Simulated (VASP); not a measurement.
Here is a VASP 6.6.1 calculation.

File INCAR:

```
SYSTEM = TiC
PREC     = Accurate       ! precision mode
ENCUT    = 600            ! plane-wave cutoff, eV
EDIFF    = 1E-6           ! SCF threshold, eV
ISMEAR   = 0              ! smearing method
SIGMA    = 0.1            ! smearing width, eV
LREAL    = .False.        ! projectors in reciprocal space
LASPH    = .True.         ! aspherical terms in the spheres
NELM     = 120            ! most SCF steps
ALGO     = Normal         ! electronic algorithm
ISIF     = 2              ! what is computed and relaxed
LWAVE    = .False.        ! write WAVECAR
LCHARG   = .False.        ! write CHGCAR
GGA      = PS             ! functional
NBANDS   = 15             ! bands
GGA_COMPAT= .False.
```

KPOINTS

```
Automatic mesh
0
Gamma
  8 8 8
  0 0 0
```

Contents of POSCAR:

```
TiC
1.0
    0.0000000000      2.1640000000      2.1640000000
    2.1640000000      0.0000000000      2.1640000000
    2.1640000000      2.1640000000      0.0000000000
Ti C
1 1
Direct
    0.0000000000      0.0000000000      0.0000000000
    0.5000000000      0.5000000000      0.5000000000
```

Potentials or basis: VASP PAW PBE potentials, release 64 (Ti_sv, C).

The run is started by

```console
$ cat potpaw_PBE.64/Ti_sv/POTCAR potpaw_PBE.64/C/POTCAR > POTCAR
$ mpirun -np 1 vasp_std > vasp.out
```

(1) Predict the pressure.

(2) Predict the band gap on the k mesh.

## Answers

(1) -6.0 GPa.

(2) zero (band 8 reaches 9.99 eV, above the bottom of band 9 at 8.92 eV).

Caveat: the PAW data sets were made with another functional, which shifts forces and pressure a little.
